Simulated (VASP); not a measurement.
Write the native input for VASP 6.6.1 that does the following.

| Quantity | Value |
| --- | --- |
| Task | relaxation of cell and atoms |
| Functional | RPBE |
| Dispersion | D4 |
| Potentials or basis | VASP PAW PBE potentials, release 64 (Te, Sn_d) |
| Cutoff | 600 eV |
| k mesh | 7 × 7 × 7 |
| Occupations | fermi-dirac, width 0.05 eV |
| Spin | no spin polarisation |
| Dipole correction | no |
| Further INCAR settings | ALGO = Normal; EDIFF = 1e-07; IBRION = 2; EDIFFG = -0.01; NSW = 60; ISIF = 3 |

The structure of SnTe lies in POSCAR:

```
SnTe
1.0
    0.0000000000      3.1508500000      3.1508500000
    3.1508500000      0.0000000000      3.1508500000
    3.1508500000      3.1508500000      0.0000000000
Te Sn
1 1
Direct
    0.5000000000      0.5000000000      0.5000000000
    0.0000000000      0.0000000000      0.0000000000
```

These files were run (other wordings do the same):

INCAR

```
PREC = Accurate
ENCUT = 600
EDIFF = 1E-7
ISMEAR = -1
SIGMA = 0.05
LREAL = False
LASPH = True
NELM = 100
ALGO = Normal
ISIF = 3
LWAVE = False
LCHARG = False
GGA = RP
IVDW = 13
IBRION = 2
NSW = 60
EDIFFG = -0.01
```

KPOINTS

```
Automatic mesh
0
Gamma
  7 7 7
```

Potentials or basis: VASP PAW PBE potentials, release 64 (Te, Sn_d).

The run is started by

```sh
$ cat potpaw_PBE.64/Te/POTCAR potpaw_PBE.64/Sn_d/POTCAR > POTCAR
$ mpirun -np 1 vasp_std > vasp.out
```

Results of the run:

```
Relaxed volume                        : 30.82 Å³/atom
Relaxed cell                          : a = 4.434 Å, b = 4.434 Å, c = 4.434 Å, α = 60.00°, β = 60.00°, γ = 60.00°
Space group after relaxing (to 0.1 Å) : Fm-3m (No. 225)
Energy gained by relaxing             : 1.0 meV/atom
Ionic steps                           : 3
Pressure after relaxing               : 0.0 GPa
Dispersion energy per atom            : -0.809 eV
```

Caveat: the PAW data sets were made with another functional, which shifts forces and pressure a little.

It took 79 s on 1 thread of Intel Xeon 8259CL, with other jobs on the host, peak memory 0.22 GiB.
